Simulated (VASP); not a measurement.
# C: single point with PBE

Slab: C, a slab with vacuum.

```
CELL_PARAMETERS angstrom
2.46651 0.00000 0.00000
-1.23325 2.13606 0.00000
0.00000 0.00000 43.43095
ATOMIC_POSITIONS crystal
C 0.00000 0.00000 0.17269
C 0.33333 0.66667 0.17269
C 0.00000 0.00000 0.27397
C 0.66667 0.33333 0.27397
C 0.00000 0.00000 0.72603
C 0.33333 0.66667 0.72603
C 0.00000 0.00000 0.82731
C 0.66667 0.33333 0.82731
```

```
Program                : VASP 6.6.1
Task                   : single point
Functional             : PBE
Potentials or basis    : VASP PAW PBE potentials, release 64 (C)
Cutoff                 : 520 eV
k mesh                 : 15 × 15 × 1
Occupations            : gaussian, width 0.1 eV
Spin                   : no spin polarisation
Dipole correction      : yes
Further INCAR settings : ALGO = Normal; EDIFF = 1e-07; NBANDS = 26
```

```json
{
 "Band gap on the k mesh": "zero (filled and empty bands touch)"
}
```

Forces on the atoms (eV/Å):
```
C    0.000  0.000 -0.002
C    0.000  0.000  0.002
C    0.000  0.000  0.002
C    0.000  0.000 -0.002
C    0.000  0.000 -0.002
C    0.000  0.000  0.002
C    0.000  0.000  0.002
C    0.000  0.000 -0.002
```

Levels at points of the mesh, in eV from the Fermi level:
```
           k point  band 12  band 13  band 14  band 15  band 16  band 17  band 18  band 19  band 20  band 21
(0.00, 0.00, 0.00)    -3.05    -3.05    -3.05    -3.05    -3.05     3.17     3.18     3.67     3.71     4.32
```

Wall time 3.7 min on 1 thread of Intel(R) Xeon(R) Platinum 8259CL CPU @ 2.50GHz (Skylake/Cascade Lake) (shared host), peak memory 0.35 GiB.
